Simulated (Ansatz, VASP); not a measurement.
**Si2Ge3 in VASP and in Ansatz**

Contents of INCAR:

```
SYSTEM = Si2Ge3
PREC = Accurate
ENCUT = 600
EDIFF = 1E-7
ISMEAR = 0
SIGMA = 0.2
LREAL = .False.
LASPH = .True.
NELM = 80
ALGO = Normal
ISIF = 3
LWAVE = .False.
LCHARG = .False.
GGA = PE
IBRION = 2
NSW = 36
EDIFFG = -0.08
```

The input KPOINTS:

```
regular mesh
0
Gamma
  4 4 4
  0 0 0
```

POSCAR

```
Si2Ge3
1.0
   -4.3950000000      4.3950000000      2.7800000000
    4.3950000000     -4.3950000000      2.7800000000
    4.3950000000      4.3950000000     -2.7800000000
Si Ge
4 6
Direct
    0.6000000000      0.8000000000      0.4000000000
    0.4000000000      0.2000000000      0.6000000000
    0.2000000000      0.6000000000      0.8000000000
    0.8000000000      0.4000000000      0.2000000000
    0.7500000000      0.2500000000      0.5000000000
    0.3500000000      0.0500000000      0.9000000000
    0.0000000000      0.0000000000      0.0000000000
    0.9500000000      0.8500000000      0.3000000000
    0.1500000000      0.4500000000      0.1000000000
    0.5500000000      0.6500000000      0.7000000000
```

Input for Ansatz:

```yaml
crystal:
  lattice:
    - [-4.395, 4.395, 2.78]
    - [4.395, -4.395, 2.78]
    - [4.395, 4.395, -2.78]
  atoms:
    - { symbol: Si, position: [0.6, 0.8, 0.4] }
    - { symbol: Si, position: [0.4, 0.2, 0.6] }
    - { symbol: Si, position: [0.2, 0.6, 0.8] }
    - { symbol: Si, position: [0.8, 0.4, 0.2] }
    - { symbol: Ge, position: [0.75, 0.25, 0.5] }
    - { symbol: Ge, position: [0.35, 0.05, 0.9] }
    - { symbol: Ge, position: [0.0, 0.0, 0.0] }
    - { symbol: Ge, position: [0.95, 0.85, 0.3] }
    - { symbol: Ge, position: [0.15, 0.45, 0.1] }
    - { symbol: Ge, position: [0.55, 0.65, 0.7] }
basis:
  ecutwfc: 420
kpoints:
  mp_grid: { grid: [4, 4, 4] }
hamiltonian:
  xc: pbe
scf:
  occupations: { method: gaussian, width: 0.2 }
  lower_state_search: "off"
output:
  forces: true
  stress: true
  eigenvalues: true
relax:
  adjacent_minimum: "off"
  f_tol: 0.08
  max_steps: 16
  cell: { stress_tol: 0.8 }
```

Alike in both runs: task relaxation of cell and atoms; functional PBE; k mesh 4 × 4 × 4; occupations gaussian, width 0.2 eV; no spin polarisation.

```csv
,VASP,Ansatz
version,VASP 6.6.1,Ansatz 0.2.0
potentials or method,"VASP PAW PBE potentials, release 64 (Si, Ge_d), cutoff 600 eV","scalar-relativistic, plane waves, PAW"
valence electrons in the cell,100,100
```

VASP gave:

* gap on the k mesh at the Fermi level, each at its own relaxed structure (eV): 0.62
* relaxed volume (Å³/atom): 22.26
* relaxed cell length with the largest relative difference (Å): 6.890

Question: Which values does Ansatz return?

Answer: gap on the k mesh at the Fermi level, each at its own relaxed structure (eV): 0.63; relaxed volume (Å³/atom): 22.16; relaxed cell length with the largest relative difference (Å): 6.880.
